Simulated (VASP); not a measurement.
## BN: single point with PBEsol

Crystal: BN.

```
B N
1.0
     2.42887    0.00000    0.00000
    -1.21444    2.10346    0.00000
     0.00000    0.00000    6.66120
B N
2 2
Direct
  0.33333 0.66667 0.25000
  0.66667 0.33333 0.75000
  0.33333 0.66667 0.75000
  0.66667 0.33333 0.25000
```

This cell differs from its parent crystal: equal xx and yy strain of -3 %.

- Program: VASP 6.6.1
- Task: single point
- Functional: PBEsol
- Potentials or basis: VASP PAW PBE potentials, release 64 (B, N)
- Cutoff: 520 eV
- k mesh: 11 × 11 × 4
- Occupations: fermi-dirac, width 0.02 eV
- Spin: no spin polarisation
- Dipole correction: no
- Further INCAR settings: ALGO = Normal; EDIFF = 1e-06; NBANDS = 16

The pressure is 25.8 GPa and the band gap on the k mesh is 4.39 eV, indirect (least direct gap 4.83 eV).

Stress tensor (GPa, compression positive):
```
38.33  0.00  0.00
 0.00 38.33  0.00
 0.00  0.00  0.82
```

Levels at points of the mesh, in eV from the valence-band top:
```tsv
k point	band 5	band 6	band 7	band 8	band 9	band 10	band 11	band 12
(0.00, 0.00, 0.00)	-1.21	-1.21	-1.18	-1.18	4.96	10.36	12.27	12.27
(0.00, 0.00, 0.50)	-1.19	-1.19	-1.19	-1.19	7.43	7.43	12.32	12.32
```

It took 25 s on 1 thread of Intel Xeon 8259CL, with other jobs on the host, peak memory 0.15 GiB.

Caveat: the cell differs from its parent crystal (equal xx and yy strain of -3 %); the PAW data sets were made with another functional, which shifts forces and pressure a little; this functional lacks dispersion, which binds the layers, so the pressure and a relaxed spacing across them are unreliable. A k mesh can miss the band edges.
